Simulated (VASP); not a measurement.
# In (I4/mmm) in VASP: single point with PBEsol

Aim: the single point of In with PBEsol.

Everything below comes from runs of VASP 6.6.1. Logs are shortened: lines on timing, memory, paths and dates and some standing lists are left out, and cuts for length are marked.

## 1. The cell of the first run

The structure is tetragonal, space group I4/mmm (No. 139). Conventional cell: a = 3.389 Å, b = 3.389 Å, c = 4.595 Å, α = 90.00°, β = 90.00°, γ = 90.00°. Within 4.4 Å of In (site symmetry 4/mmm) lie 12 In at 3.32 to 3.39 Å.

## 2. Single point, PBEsol

Input file INCAR:

```
PREC = Accurate ; ENCUT = 520
EDIFF = 1E-7 ; ISMEAR = 0
SIGMA = 0.1 ; LREAL = F
LASPH = T ; NELM = 100
ALGO = Fast ; ISIF = 2
LWAVE = F ; LCHARG = F
GGA = PS ; NBANDS = 12
```

Input file KPOINTS:

```
regular mesh
0
Gamma
  8 8 8
```

Input file POSCAR:

```
In
1.0
   -1.6947072700      1.6947072700      2.2973723900
    1.6947072700     -1.6947072700      2.2973723900
    1.6947072700      1.6947072700     -2.2973723900
In
1
Direct
    0.0000000000      0.0000000000      0.0000000000
```

Potentials or basis: VASP PAW PBE potentials, release 64 (In_d).

Command:

```
cat potpaw_PBE.64/In_d/POTCAR > POTCAR
mpirun -np 1 vasp_std > vasp.out
```

OUTCAR:

```text
PREC = Accurate
   ENCUT = 520
   EDIFF = 1E-7
   ISMEAR = 0
   LREAL = F
   LASPH = T
   NELM = 100
   ISIF = 2
   GGA = PS

 ion  position               nearest neighbor table
   1  0.000  0.000  0.000-

  LATTYP: Found a body centered tetragonal cell.
 ALAT       =     3.3894145400
 C/A-ratio  =     1.3556160587

  Lattice vectors:

 A1 = (  -1.6947072700,   1.6947072700,   2.2973723900)
 A2 = (   1.6947072700,  -1.6947072700,   2.2973723900)
 A3 = (   1.6947072700,   1.6947072700,  -2.2973723900)

Analysis of symmetry for initial positions (statically):
=====================================================================
 Subroutine PRICEL returns:
 Original cell was already a primitive cell.

 Routine SETGRP: Setting up the symmetry group for a
 body centered tetragonal supercell.

 Subroutine GETGRP returns: Found 16 space group operations
 (whereof 16 operations were pure point group operations)
 out of a pool of 16 trial point group operations.

The static configuration has the point symmetry D_4h.

Analysis of symmetry for dynamics (positions and initial velocities):
=====================================================================
 Subroutine PRICEL returns:
 Original cell was already a primitive cell.

 Routine SETGRP: Setting up the symmetry group for a
 body centered tetragonal supercell.

 Subroutine GETGRP returns: Found 16 space group operations
 (whereof 16 operations were pure point group operations)
 out of a pool of 16 trial point group operations.

The dynamic configuration has the point symmetry D_4h.

 Subroutine INISYM returns: Found 16 space group operations
 (whereof 16 operations are pure point group operations),
 and found     1 'primitive' translations

----------------------------------------------------------------------------------------

                                     Primitive cell

  volume of cell :      26.3925

  direct lattice vectors                    reciprocal lattice vectors
    -1.694707270  1.694707270  2.297372390     0.000000000  0.295036204  0.217639945
     1.694707270 -1.694707270  2.297372390     0.295036204  0.000000000  0.217639945
     1.694707270  1.694707270 -2.297372390     0.295036204  0.295036204  0.000000000

  length of vectors
     3.319937554  3.319937554  3.319937554     0.366624477  0.366624477  0.417244201

  position of ions in fractional coordinates (direct lattice)
     0.000000000  0.000000000  0.000000000

  ion indices of the primitive-cell ions
   primitive index   ion index
                 1           1

[... 77 lines left out ...]
   ISIF   =      2    stress and relaxation
   ISYM   =      2    0-nonsym 1-usesym 2-fastsym
   POTIM  = 0.5000    time-step for ionic-motion
   TEBEG  =    0.0;   TEEND  =   0.0 temperature during run
   PSTRESS=    0.0 pullay stress
   NELECT =      13.0000    total number of electrons
   NUPDOWN=      -1.0000    fix difference up-down
   EMIN   =  10.00;   EMAX   =-10.00  energy-range for DOS
   EFERMI =   0.00;   METHOD = LEGACY
   ISMEAR =     0;   SIGMA  =   0.10  broadening in eV -4-tet -1-fermi 0-gaus
   EFERMI_NEDOS =   21; number of points for ismear=-14 and -15
   IALGO  =     68    algorithm
   IMIX   =      4    mixing-type and parameters
     AMIX     =   0.40;   BMIX     =  1.00
     AMIX_MAG =   1.60;   BMIX_MAG =  1.00
  volume/ion in A,a.u.               =      26.39       178.11
  Fermi-wavevector in a.u.,A,eV,Ry     =   1.292892  2.443212 22.743098  1.671571
  Thomas-Fermi vector in A             =   2.424572
   LORBIT       =      0    0 simple, 1 ext, 2 COOP (PROOUT), +10 PAW based schemes
   GGA     = PS    functional components
   LHFCALC =     F    Hartree Fock is set to
   AEXX    =    0.0000 exact exchange contribution
   IVDW    =     0    specifies the selected vdW correction
   LEPSILON=     F    determine dielectric tensor
   LRPA    =     F    only Hartree local field effects (RPA)
 non-spin polarized calculation
 RMM-DIIS sequential band-by-band and
 Gauss-broadening in eV      SIGMA  =   0.10
  energy-cutoff  :      520.00
  volume of cell :       26.39
 maximum number of plane-waves:       726
 NGX is ok and might be reduce to    28
   NGX = 13   NGY = 13   NGZ = 13

 number of electron      13.0000005 magnetization

 Free energy of the ion-electron system (eV)
  ---------------------------------------------------
  ext. energy  EPLUGINS =         0.00000000
  ---------------------------------------------------
  free energy    TOTEN  =        -2.96267161 eV

  energy without entropy =       -2.95824467  energy(sigma->0) =       -2.96045814

 E-fermi :   7.3209     XC(G=0): -10.3642

 val. band max:        7.3033605642   @ k =  -0.2500  -0.3750   0.1250
 cond. band min:       7.3221317364   @ k =  -0.3750  -0.3750   0.1250
 fundamental gap:      0.0187711722
 Fermi energy:         7.3208528896

 k-point     1 :       0.0000    0.0000    0.0000
  band No.  band energies     occupation
      1      -7.2977      2.00000
      2      -7.2977      2.00000
      3      -7.2413      2.00000
      4      -7.1358      2.00000
      5      -7.0845      2.00000
      6      -2.2481      2.00000
      7      17.6602      0.00000
      8      17.7733      0.00000
      9      17.7733      0.00000
     10      18.7839      0.00000
     11      21.1658      0.00000
     12      21.2031      0.00000
[... 331 lines left out ...]
 k-point    24 :       0.3750    0.1250    0.1250
  band No.  band energies     occupation
      1      -7.3068      2.00000
      2      -7.2792      2.00000
      3      -7.1390      2.00000
      4      -7.0662      2.00000
      5      -6.9769      2.00000
      6       3.6752      2.00000
      7       4.9100      2.00000
      8      10.8071      0.00000
      9      12.1067      0.00000
     10      18.6470      0.00000
     11      21.1320      0.00000
     12      24.9495      0.00000

 [... further k-points ...]
[... 5 lines left out ...]
  --------------------------------------------------------------------------------------
  -------------------------------------------------------------------------------------
  Total       -0.0464248     -0.0464248     -0.5121489      0.0000000     -0.0000000      0.0000000
  in kB       -2.8182532     -2.8182532    -31.0903822      0.0000000     -0.0000000      0.0000000
  external PRESSURE =     -12.2422962 kB  Pullay stress =       0.0000000 kB

 VOLUME and BASIS-vectors are now :
 -----------------------------------------------------------------------------
  energy-cutoff  :      520.00
  volume of cell :       26.39
      direct lattice vectors                 reciprocal lattice vectors
    -1.694707270  1.694707270  2.297372390     0.000000000  0.295036204  0.217639945
     1.694707270 -1.694707270  2.297372390     0.295036204  0.000000000  0.217639945
     1.694707270  1.694707270 -2.297372390     0.295036204  0.295036204  0.000000000

 POSITION                                       TOTAL-FORCE (eV/Angst)
 -----------------------------------------------------------------------------------
      0.00000      0.00000      0.00000        -0.000000     -0.000000     -0.000000
 -----------------------------------------------------------------------------------
    total drift:                                0.000000      0.000000      0.000000

  FREE ENERGIE OF THE ION-ELECTRON SYSTEM (eV)
  ---------------------------------------------------
  free  energy   TOTEN  =        -2.9626716138 eV

  energy  without entropy=       -2.9582446701  energy(sigma->0) =       -2.96045814
```

It took 22 s on 1 thread of AMD EPYC 7R43 (Zen 3), shared host; peak memory 0.12 GiB.

What came out:

- Free energy: -2.9627 eV
- Pressure: -1.2 GPa

Caveat: the PAW data sets were made with another functional, which shifts forces and pressure a little; spin-orbit coupling is left out, which moves the levels of the heavy elements.
